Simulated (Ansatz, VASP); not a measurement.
**SnSe: VASP beside Ansatz**

File INCAR:

```
PREC = Accurate
ENCUT = 520
EDIFF = 1E-6
ISMEAR = 0
SIGMA = 0.05
LREAL = F
LASPH = T
NELM = 80
ALGO = Normal
ISIF = 2
LWAVE = F
LCHARG = F
NBANDS = 17
```

KPOINTS

```
Automatic mesh
0
Gamma
  8 8 8
```

Contents of POSCAR:

```
SnSe
1.0
    0.0000000000      2.9466477701      2.9466477701
    2.9466477701      0.0000000000      2.9466477701
    2.9466477701      2.9466477701      0.0000000000
Sn Se
1 1
Direct
    0.0239969904      0.0000000000      0.0000000000
    0.5000000000      0.5000000000      0.5000000000
```

Input for Ansatz:

```yaml
crystal:
  lattice:
    - [0.0, 2.9466477701, 2.9466477701]
    - [2.9466477701, 0.0, 2.9466477701]
    - [2.9466477701, 2.9466477701, 0.0]
  atoms:
    - { symbol: Sn, position: [0.0239969904, 0.0, 0.0] }
    - { symbol: Se, position: [0.5, 0.5, 0.5] }
basis:
  ecutwfc: 420
kpoints:
  mp_grid: { grid: [8, 8, 8] }
hamiltonian:
  xc: lda
scf:
  occupations: { method: gaussian, width: 0.05 }
output:
  forces: true
  stress: true
  eigenvalues: true
```

Change from the starting cell: all Sn atoms moved -0.100 Å, as atom 1 towards its neighbour atom 1 (Sn) at 4.167 Å.

Alike in both runs: task single point; functional LDA; k mesh 8 × 8 × 8; occupations gaussian, width 0.05 eV; no spin polarisation.

|  | VASP | Ansatz |
| --- | --- | --- |
| version | VASP 6.6.1 | Ansatz 0.2.0 |
| potentials or method | VASP PAW LDA potentials, release 64 (Sn_d, Se), cutoff 520 eV | scalar-relativistic, plane waves, PAW |
| valence electrons in the cell | 20 | 30 |

Ansatz gave:

| Property | Result |
| --- | --- |
| gap on the k mesh at the Fermi level (eV) | 0.76 |
| least direct gap on the mesh (eV) | 0.86 |
| pressure (GPa) | 0.2 |
| traceless stress, the component that is largest in VASP (GPa) | -0.12 |
| rms of the force components (eV/Å) | 0.031 |

Task: Estimate VASP's values.

Result: gap on the k mesh at the Fermi level (eV): 0.76; least direct gap on the mesh (eV): 0.88; pressure (GPa): 0.3; traceless stress, the component that is largest in VASP (GPa): -0.12; rms of the force components (eV/Å): 0.034.

LDA's correlation is that of Perdew and Zunger in VASP and of Perdew and Wang (1992) in Ansatz. Atom by atom the forces differ by 0.003 eV/Å (rms over components). VASP's potentials hold 20 valence electrons a cell and Ansatz's 30, so a difference there can come from the potentials and not from the codes.
